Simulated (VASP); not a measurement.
Here is a VASP 6.6.1 calculation.

File INCAR:

```
PREC = Accurate
ENCUT = 520
EDIFF = 1E-7
ISMEAR = -1
SIGMA = 0.08
LREAL = F
LASPH = T
NELM = 100
ALGO = Normal
ISIF = 2
LWAVE = F
LCHARG = F
GGA = PS
NBANDS = 28
```

The input KPOINTS:

```
regular mesh
0
Gamma
  7 7 7
```

Contents of POSCAR:

```
BaTiO3
1.0
    3.9998000000      0.0000000000      0.0000000000
    0.0000000000      3.9998000000      0.0000000000
    0.0000000000      0.0000000000      4.0983600000
Ba Ti O
1 1 3
Direct
    0.0000000000      0.0000000000      0.0000000000
    0.5000000000      0.5000000000      0.4820000000
    0.5000000000      0.5000000000      0.0160000000
    0.5000000000      0.0000000000      0.5150000000
    0.0000000000      0.5000000000      0.5150000000
```

Potentials or basis: VASP PAW PBE potentials, release 64 (Ba_sv, Ti_sv, O).

Run with:

```console
$ cat potpaw_PBE.64/Ba_sv/POTCAR potpaw_PBE.64/Ti_sv/POTCAR potpaw_PBE.64/O/POTCAR > POTCAR
$ mpirun -np 1 vasp_std > vasp.out
```

(1) Predict the pressure.

(2) Estimate the largest force.

(3) Predict the band gap on the k mesh.

## Answers

(1) -5.0 GPa.

(2) 0.679 eV/Å.

(3) 1.79 eV, indirect (least direct gap 2.06 eV).

Caveat: the cell differs from its parent crystal (zz strain of +2 %); the PAW data sets were made with another functional, which shifts forces and pressure a little; spin-orbit coupling is left out, which moves the levels of the heavy elements.
